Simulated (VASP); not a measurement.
# Re (P6_3/mmc) in VASP: a series of runs

Re is run at these levels: PBEsol, LDA, PBE; tasks: single point.

Everything below comes from runs of VASP 6.6.1. Logs are shortened: lines on timing, memory, paths and dates and some standing lists are left out, and cuts for length are marked.

**1. The cell of the first run**

Symmetry: P6_3/mmc, No. 194, hexagonal system. The conventional cell has a = 2.761 Å, b = 2.761 Å, c = 4.458 Å, α = 90.00°, β = 90.00°, γ = 120.00°. Within 3.6 Å of Re (site symmetry -6m2) lie 12 Re at 2.74 to 2.76 Å.

**2. Single point, PBEsol, non-collinear spin, zero start, spin-orbit coupling**

The input, INCAR:

```
SYSTEM = Re
PREC = Accurate ; ENCUT = 520
EDIFF = 1E-7 ; ISMEAR = -1
SIGMA = 0.05 ; LREAL = .FALSE.
LASPH = .TRUE. ; NELM = 150
ALGO = Normal ; ISIF = 2
LWAVE = .FALSE. ; LCHARG = .FALSE.
MAGMOM = 0 0 0 0 0 0 ; LORBIT = 11
LSORBIT = .TRUE. ; GGA_COMPAT = .FALSE.
LORBMOM = .TRUE. ; LMAXMIX = 4
GGA = PS ; NBANDS = 26
```

The input, KPOINTS:

```
regular mesh
0
G
  8 8 4
  0 0 0
```

The input, POSCAR:

```
Re
1.0
    2.7608000000      0.0000000000      0.0000000000
   -1.3804000000      2.3909229348      0.0000000000
    0.0000000000      0.0000000000      4.4582000000
Re
2
Direct
    0.6666666667      0.3333333333      0.7500000000
    0.3333333333      0.6666666667      0.2500000000
```

Potentials or basis: VASP PAW PBE potentials, release 64 (Re).

Launch:

```console
$ cat potpaw_PBE.64/Re/POTCAR > POTCAR
$ mpirun -np 1 vasp_ncl > vasp.out
```

OUTCAR:

```text
SYSTEM = Re
   PREC = Accurate
   ENCUT = 520
   EDIFF = 1E-7
   ISMEAR = -1
   LREAL = .FALSE.
   LASPH = .TRUE.
   NELM = 150
   ISIF = 2
   LORBIT = 11
   LSORBIT = .TRUE.
   GGA = PS

 ion  position               nearest neighbor table
   1  0.667  0.333  0.750-   2 2.74   2 2.74   2 2.74   2 2.74   2 2.74   2 2.74
   2  0.333  0.667  0.250-   1 2.74   1 2.74   1 2.74   1 2.74   1 2.74   1 2.74

  LATTYP: Found a hexagonal cell.
 ALAT       =     2.7608000000
 C/A-ratio  =     1.6148217908

  Lattice vectors:

 A1 = (   2.7608000000,   0.0000000000,   0.0000000000)
 A2 = (  -1.3804000000,   2.3909229348,   0.0000000000)
 A3 = (   0.0000000000,   0.0000000000,   4.4582000000)

Analysis of symmetry for initial positions (statically):
=====================================================================
 Subroutine PRICEL returns:
 Original cell was already a primitive cell.

 Routine SETGRP: Setting up the symmetry group for a
 hexagonal supercell.

 Subroutine GETGRP returns: Found 24 space group operations
 (whereof 12 operations were pure point group operations)
 out of a pool of 24 trial point group operations.

The static configuration has the point symmetry D_3d.
 The point group associated with its full space group is D_6h.

Analysis of symmetry for dynamics (positions and initial velocities):
=====================================================================
 Subroutine PRICEL returns:
 Original cell was already a primitive cell.

 Routine SETGRP: Setting up the symmetry group for a
 hexagonal supercell.

 Subroutine GETGRP returns: Found 24 space group operations
 (whereof 12 operations were pure point group operations)
 out of a pool of 24 trial point group operations.

The dynamic configuration has the point symmetry D_3d.
 The point group associated with its full space group is D_6h.

Analysis of structural, dynamic, and magnetic symmetry:
=====================================================================
 Subroutine PRICEL returns:
 Original cell was already a primitive cell.

 Routine SETGRP: Setting up the symmetry group for a
 hexagonal supercell.

 Subroutine GETGRP returns: Found 24 space group operations
 (whereof 12 operations were pure point group operations)
 out of a pool of 24 trial point group operations.

[... 880 lines left out ...]
      1.38040      0.79697      3.34365         0.000000     -0.000000      0.000000
     -0.00000      1.59395      1.11455        -0.000000      0.000000     -0.000000
 -----------------------------------------------------------------------------------
    total drift:                                0.000000      0.000000     -0.000000

  FREE ENERGIE OF THE ION-ELECTRON SYSTEM (eV)
  ---------------------------------------------------
  free  energy   TOTEN  =       -27.3941167167 eV

  energy  without entropy=      -27.3779456634  energy(sigma->0) =      -27.38603119

 orbital moment (x)

 # of ion     p       d       tot
 ----------------------------------------
  1        -0.000   0.000   0.000
  2        -0.000  -0.000  -0.000
 ----------------------------------------
           -0.000   0.000   0.000

 orbital moment (y)

 # of ion     p       d       tot
 ----------------------------------------
  1        -0.000  -0.000  -0.000
  2        -0.000  -0.000  -0.000
 ----------------------------------------
           -0.000  -0.000  -0.000

 orbital moment (z)

 # of ion     p       d       tot
 ----------------------------------------
  1         0.000   0.000   0.000
  2         0.000   0.000   0.000
 ----------------------------------------
            0.000   0.000   0.000

 Spin-Orbit-Coupling matrix elements

 Ion:    1  E_soc:     -0.6822731
 l=   1
     0.0000000    -0.0436748    -0.0430848
    -0.0436748     0.0000000    -0.0436748
    -0.0430848    -0.0436748     0.0000000
 l=   2
     0.0000000    -0.0134920     0.0000000    -0.0134920    -0.0567031
    -0.0134920     0.0000000    -0.0428880    -0.0142552    -0.0134920
     0.0000000    -0.0428880     0.0000000    -0.0428880     0.0000000
    -0.0134920    -0.0142552    -0.0428880     0.0000000    -0.0134920
    -0.0567031    -0.0134920     0.0000000    -0.0134920     0.0000000
 l=   3
     0.0000000     0.0000000     0.0000000     0.0000000     0.0000000     0.0000000     0.0000000
     0.0000000     0.0000000     0.0000000     0.0000000     0.0000000     0.0000000     0.0000000
     0.0000000     0.0000000     0.0000000     0.0000000     0.0000000     0.0000000     0.0000000
     0.0000000     0.0000000     0.0000000     0.0000000     0.0000000     0.0000000     0.0000000
     0.0000000     0.0000000     0.0000000     0.0000000     0.0000000     0.0000000     0.0000000
     0.0000000     0.0000000     0.0000000     0.0000000     0.0000000     0.0000000     0.0000000
     0.0000000     0.0000000     0.0000000     0.0000000     0.0000000     0.0000000     0.0000000

 Ion:    2  E_soc:     -0.6822731
 l=   1
     0.0000000    -0.0436748    -0.0430848
    -0.0436748     0.0000000    -0.0436748
    -0.0430848    -0.0436748     0.0000000
 l=   2
     0.0000000    -0.0134920     0.0000000    -0.0134920    -0.0567031
    -0.0134920     0.0000000    -0.0428880    -0.0142552    -0.0134920
     0.0000000    -0.0428880     0.0000000    -0.0428880     0.0000000
    -0.0134920    -0.0142552    -0.0428880     0.0000000    -0.0134920
    -0.0567031    -0.0134920     0.0000000    -0.0134920     0.0000000
 l=   3
     0.0000000     0.0000000     0.0000000     0.0000000     0.0000000     0.0000000     0.0000000
     0.0000000     0.0000000     0.0000000     0.0000000     0.0000000     0.0000000     0.0000000
     0.0000000     0.0000000     0.0000000     0.0000000     0.0000000     0.0000000     0.0000000
     0.0000000     0.0000000     0.0000000     0.0000000     0.0000000     0.0000000     0.0000000
     0.0000000     0.0000000     0.0000000     0.0000000     0.0000000     0.0000000     0.0000000
     0.0000000     0.0000000     0.0000000     0.0000000     0.0000000     0.0000000     0.0000000
     0.0000000     0.0000000     0.0000000     0.0000000     0.0000000     0.0000000     0.0000000

 total charge

# of ion       s       p       d       tot
------------------------------------------
    1        0.625   0.700   4.820   6.145
    2        0.625   0.700   4.820   6.145
--------------------------------------------------
tot          1.250   1.400   9.640  12.290

 magnetization (x)

# of ion       s       p       d       tot
------------------------------------------
    1       -0.000   0.000   0.000   0.000
    2       -0.000   0.000   0.000   0.000
--------------------------------------------------
tot         -0.000   0.000   0.000   0.000

 magnetization (y)

# of ion       s       p       d       tot
------------------------------------------
    1        0.000  -0.000   0.000   0.000
    2        0.000  -0.000  -0.000  -0.000
--------------------------------------------------
tot          0.000  -0.000   0.000  -0.000

 magnetization (z)

# of ion       s       p       d       tot
------------------------------------------
    1        0.000   0.000   0.000   0.000
    2        0.000   0.000   0.000   0.000
--------------------------------------------------
tot          0.000   0.000   0.000   0.000
```

OSZICAR:

```text
N       E                     dE             d eps       ncg     rms          rms(c)
DAV:   1     0.802900361336E+02    0.80290E+02   -0.59735E+03  2830   0.136E+03
DAV:   2    -0.180682321327E+02   -0.98358E+02   -0.82714E+02  2940   0.528E+02
DAV:   3    -0.284175837069E+02   -0.10349E+02   -0.84870E+01  3028   0.274E+02
DAV:   4    -0.288892957778E+02   -0.47171E+00   -0.44919E+00  2928   0.517E+01
DAV:   5    -0.288982327354E+02   -0.89370E-02   -0.88722E-02  2644   0.669E+00    0.476E+01
DAV:   6    -0.277849440947E+02    0.11133E+01   -0.95335E-01  3110   0.270E+01    0.216E+01
DAV:   7    -0.274407461273E+02    0.34420E+00   -0.42059E-01  3112   0.175E+01    0.996E+00
DAV:   8    -0.274004123826E+02    0.40334E-01   -0.46259E-02  3120   0.551E+00    0.239E-01
DAV:   9    -0.273947815546E+02    0.56308E-02   -0.17516E-03  2646   0.698E-01    0.717E-02
DAV:  10    -0.273941370493E+02    0.64451E-03   -0.29304E-04  2792   0.293E-01    0.519E-02
DAV:  11    -0.273941152376E+02    0.21812E-04   -0.21620E-05  2880   0.962E-02    0.420E-02
DAV:  12    -0.273941172664E+02   -0.20288E-05   -0.25042E-05  2742   0.824E-02    0.392E-03
DAV:  13    -0.273941167877E+02    0.47868E-06   -0.11347E-06  2410   0.198E-02    0.145E-03
DAV:  14    -0.273941167167E+02    0.71030E-07   -0.10431E-08  1190   0.336E-03
   1 F= -.27394117E+02 E0= -.27386031E+02  d E =-.161711E-01  mag=    -0.0000     0.0000    -0.0000
```

It took 92 s on 1 thread of Intel Xeon Platinum 8375C at 2.90GHz (Ice Lake), shared host; peak memory 0.24 GiB.

What came out:

- Free energy: -27.3941 eV
- Pressure: -3.0 GPa
- Net moment: 0.00 μB per cell
- Valence electrons inside the program's atomic spheres: Re 6.14

Moments on the atoms (μB; x, y, z):
```
Re  0.00 0.00 0.00
Re  0.00 0.00 0.00
```

Caveat: the PAW data sets were made with another functional, which shifts forces and pressure a little.

**3. Single point, LDA**

This run uses another cell than the first one, of 14.13 Å³/atom, 0.960 times its volume.

The input, INCAR:

```
PREC = Accurate
ENCUT = 520
EDIFF = 1E-6
ISMEAR = -1
SIGMA = 0.05
LREAL = F
LASPH = T
NELM = 100
ALGO = Fast
ISIF = 2
LWAVE = F
LCHARG = F
NBANDS = 14
```

The input, KPOINTS:

```
regular mesh
0
Gamma
  11 11 6
```

The input, POSCAR:

```
Re
1.0
    2.7234873179      0.0000000000      0.0000000000
   -1.3617436590      2.3586092042      0.0000000000
    0.0000000000      0.0000000000      4.3979466679
Re
2
Direct
    0.6666666667      0.3333333333      0.7500000000
    0.3333333333      0.6666666667      0.2500000000
```

Potentials or basis: VASP PAW LDA potentials, release 64 (Re).

Launch:

```console
$ cat potpaw_LDA.64/Re/POTCAR > POTCAR
$ mpirun -np 1 vasp_std > vasp.out
```

OUTCAR:

```text
PREC = Accurate
   ENCUT = 520
   EDIFF = 1E-6
   ISMEAR = -1
   LREAL = F
   LASPH = T
   NELM = 100
   ISIF = 2

 ion  position               nearest neighbor table
   1  0.667  0.333  0.750-   2 2.70   2 2.70   2 2.70   2 2.70   2 2.70   2 2.70
   2  0.333  0.667  0.250-   1 2.70   1 2.70   1 2.70   1 2.70   1 2.70   1 2.70

  LATTYP: Found a hexagonal cell.
 ALAT       =     2.7234873179
 C/A-ratio  =     1.6148217908

  Lattice vectors:

 A1 = (   2.7234873179,   0.0000000000,   0.0000000000)
 A2 = (  -1.3617436590,   2.3586092042,   0.0000000000)
 A3 = (   0.0000000000,   0.0000000000,   4.3979466679)

Analysis of symmetry for initial positions (statically):
=====================================================================
 Subroutine PRICEL returns:
 Original cell was already a primitive cell.

 Routine SETGRP: Setting up the symmetry group for a
 hexagonal supercell.

 Subroutine GETGRP returns: Found 24 space group operations
 (whereof 12 operations were pure point group operations)
 out of a pool of 24 trial point group operations.

The static configuration has the point symmetry D_3d.
 The point group associated with its full space group is D_6h.
[... 177 lines left out ...]
      7       7.5489      2.00000
      8       8.5352      0.11418
      9       8.5352      0.11418
     10       9.2131      0.00000
     11      11.9119      0.00000
     12      11.9119      0.00000
     13      18.9578      0.00000
     14      22.6325      0.00000
[... 377 lines left out ...]
      1       0.7084      2.00000
      2       3.2374      2.00000
      3       4.6533      2.00000
      4       4.9684      2.00000
      5       6.2792      2.00000
      6       7.0261      2.00000
      7       7.6816      2.00000
      8       8.6564      0.01067
      9       9.4187      0.00000
     10       9.8328      0.00000
     11      12.3559      0.00000
     12      15.6297      0.00000
     13      20.1048      0.00000
     14      24.9789      0.00000

 [... further k-points ...]

------------------------ aborting loop because EDIFF is reached ----------------------------------------

  FORCE on cell =-STRESS in cart. coord.  units (eV):
  Direction    XX          YY          ZZ          XY          YZ          ZX
  --------------------------------------------------------------------------------------
  -------------------------------------------------------------------------------------
  Total        1.3760547      1.3760547      1.2997612     -0.0000000      0.0000000     -0.0000000
  in kB       78.0395888     78.0395888     73.7127904     -0.0000000      0.0000000     -0.0000000
  external PRESSURE =      76.5973227 kB  Pullay stress =       0.0000000 kB

 VOLUME and BASIS-vectors are now :
 -----------------------------------------------------------------------------
  energy-cutoff  :      520.00
  volume of cell :       28.25
      direct lattice vectors                 reciprocal lattice vectors
     2.723487318  0.000000000  0.000000000     0.367176301  0.211989336  0.000000000
    -1.361743659  2.358609204  0.000000000     0.000000000  0.423978673  0.000000000
     0.000000000  0.000000000  4.397946668     0.000000000  0.000000000  0.227378837

 POSITION                                       TOTAL-FORCE (eV/Angst)
 -----------------------------------------------------------------------------------
      1.36174      0.78620      3.29846         0.000000     -0.000000      0.000000
     -0.00000      1.57241      1.09949        -0.000000      0.000000      0.000000
 -----------------------------------------------------------------------------------
    total drift:                               -0.000000      0.000000     -0.000000

  FREE ENERGIE OF THE ION-ELECTRON SYSTEM (eV)
  ---------------------------------------------------
  free  energy   TOTEN  =       -27.5194821155 eV

  energy  without entropy=      -27.5074758237  energy(sigma->0) =      -27.51347897
```

OSZICAR:

```text
N       E                     dE             d eps       ncg     rms          rms(c)
DAV:   1     0.825374522406E+02    0.82537E+02   -0.61572E+03  2140   0.103E+03
DAV:   2    -0.227238907849E+02   -0.10526E+03   -0.88014E+02  2788   0.345E+02
DAV:   3    -0.288420019051E+02   -0.61181E+01   -0.53200E+01  3048   0.107E+02
DAV:   4    -0.289324016562E+02   -0.90400E-01   -0.90238E-01  2584   0.820E+00
DAV:   5    -0.289328254684E+02   -0.42381E-03   -0.42376E-03  3030   0.110E+00    0.460E+01
RMM:   6    -0.278566444426E+02    0.10762E+01   -0.51610E-01  2499   0.118E+01    0.194E+01
RMM:   7    -0.275284108127E+02    0.32823E+00   -0.12776E+00  2708   0.107E+01    0.623E-01
RMM:   8    -0.275230097062E+02    0.54011E-02   -0.28880E-02  2783   0.129E+00    0.656E-01
RMM:   9    -0.275196878154E+02    0.33219E-02   -0.22642E-03  2514   0.526E-01    0.981E-02
RMM:  10    -0.275194826634E+02    0.20515E-03   -0.55917E-04  2579   0.322E-01    0.604E-02
RMM:  11    -0.275194817573E+02    0.90610E-06   -0.20903E-04  2678   0.866E-02    0.774E-03
RMM:  12    -0.275194821155E+02   -0.35819E-06   -0.78350E-06  1964   0.293E-02
   1 F= -.27519482E+02 E0= -.27513479E+02  d E =-.120063E-01
```

stdout:

```text
POSCAR found type information on POSCAR Re
 POSCAR found :  1 types and       2 ions
 scaLAPACK will be used
 LDA part: xc-table for (Slater(with rela. corr.)+CA(PZ))
 , standard interpolation
 POSCAR, INCAR and KPOINTS ok, starting setup
 FFT: planning ... GRIDC
 FFT: planning ... GRID_SOFT
 FFT: planning ... GRID
 WAVECAR not read
 entering main loop
```

Wall time 22 s (1 thread of Intel Xeon 6975P-C, shared host); peak memory 0.14 GiB.

Results:

| Item | Value |
| --- | --- |
| Free energy | -27.5195 eV |
| Pressure | 7.7 GPa |
| Band gap on the k mesh | zero (band 7 reaches 9.96 eV, above the bottom of band 8 at 6.52 eV) |

Caveat: spin-orbit coupling is left out, which moves the levels of the heavy elements.

**4. Single point, PBE**

This run uses another cell than the first one, of 15.01 Å³/atom, 1.020 times its volume.

The input, INCAR:

```
SYSTEM = Re
PREC     = Accurate       ! precision mode
ENCUT    = 520            ! plane-wave cutoff, eV
EDIFF    = 1E-6           ! SCF threshold, eV
ISMEAR   = -1             ! smearing method
SIGMA    = 0.05           ! smearing width, eV
LREAL    = .FALSE.        ! projectors in reciprocal space
LASPH    = .TRUE.         ! aspherical terms in the spheres
NELM     = 100            ! most SCF steps
ALGO     = Normal         ! electronic algorithm
ISIF     = 2              ! what is computed and relaxed
LWAVE    = .FALSE.        ! write WAVECAR
LCHARG   = .TRUE.         ! write CHGCAR
GGA      = PE             ! functional
LELF     = .TRUE.         ! ELF
LVHAR    = .TRUE.       
NBANDS   = 14             ! bands
```

The input, KPOINTS:

```
Automatic mesh
0
G
  11 11 6
  0 0 0
```

The input, POSCAR:

```
Re
1.0
    2.7790839766      0.0000000000      0.0000000000
   -1.3895419883      2.4067573230      0.0000000000
    0.0000000000      0.0000000000      4.4877253638
Re
2
Direct
    0.6666666667      0.3333333333      0.7500000000
    0.3333333333      0.6666666667      0.2500000000
```

Potentials or basis: VASP PAW PBE potentials, release 64 (Re).

Launch:

```console
$ cat potpaw_PBE.64/Re/POTCAR > POTCAR
$ mpirun -np 1 vasp_std > vasp.out
```

Wall time 31 s (1 thread of Intel Xeon 6975P-C, shared host); peak memory 0.17 GiB.

It converged, with:

| Item | Value |
| --- | --- |
| Free energy | -24.8530 eV |
| Pressure | -1.9 GPa |
| Band gap on the k mesh | zero (band 7 reaches 8.94 eV, above the bottom of band 8 at 5.99 eV) |

Stress tensor (GPa, compression positive):
```
-1.99  0.00  0.00
 0.00 -1.99  0.00
 0.00  0.00 -1.83
```

Levels at points of the mesh, in eV from the Fermi level:
```csv
k point,band 3,band 4,band 5,band 6,band 7,band 8,band 9,band 10,band 11,band 12
"(0.00, 0.00, 0.00)",-1.54,-1.53,-1.53,-0.72,-0.72,0.18,0.18,0.57,3.27,3.27
"(0.00, 0.00, 0.50)",-2.33,-2.33,-1.66,-1.66,-1.66,-1.66,2.47,2.47,2.47,2.47
```

Caveat: spin-orbit coupling is left out, which moves the levels of the heavy elements.

(Continued in part 2 of 2.)
